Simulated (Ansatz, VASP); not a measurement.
**WSe2 in VASP and in Ansatz**

```
CELL_PARAMETERS angstrom
3.31482 0.00000 0.00000
-1.65741 2.87072 0.00000
0.00000 0.00000 43.46800
ATOMIC_POSITIONS crystal
W 0.33333 0.66667 0.41847
W 0.66667 0.33333 0.27170
Se 0.66667 0.33333 0.45696
Se 0.66667 0.33333 0.38000
Se 0.33333 0.66667 0.31017
Se 0.33333 0.66667 0.23321
```

Alike in both runs: functional PBE; dispersion D3(BJ); k mesh 12 × 12 × 1; no spin polarisation.

Ansatz relaxed the structure, and its values are those at the end. VASP's run is a single point on that final structure, the one shown.

|  | VASP | Ansatz |
| --- | --- | --- |
| version | VASP 6.6.1 | Ansatz 0.2.0 |
| potentials or method | VASP PAW PBE potentials, release 64 (W_sv, Se) | scalar-relativistic, plane waves, PAW |
| plane-wave cutoff (eV) | 520 | 420 |
| occupations | gaussian, width 0.01 eV | fixed |
| valence electrons in the cell | 52 | 92 |

```tsv
	VASP	Ansatz	Ansatz less VASP
gap on the k mesh at the Fermi level (eV)	1.25	1.25	+0.004
least direct gap on the mesh (eV)	1.50	1.50	+0.003
rms of the force components (eV/Å)	0.021	0.001	-0.0205
```

VASP's potentials hold 52 valence electrons a cell and Ansatz's 92, so a difference there can come from the potentials and not from the codes. Ansatz's warnings: slab cell height set, xc potential rough in thin density.

Neither program's run includes spin-orbit coupling.
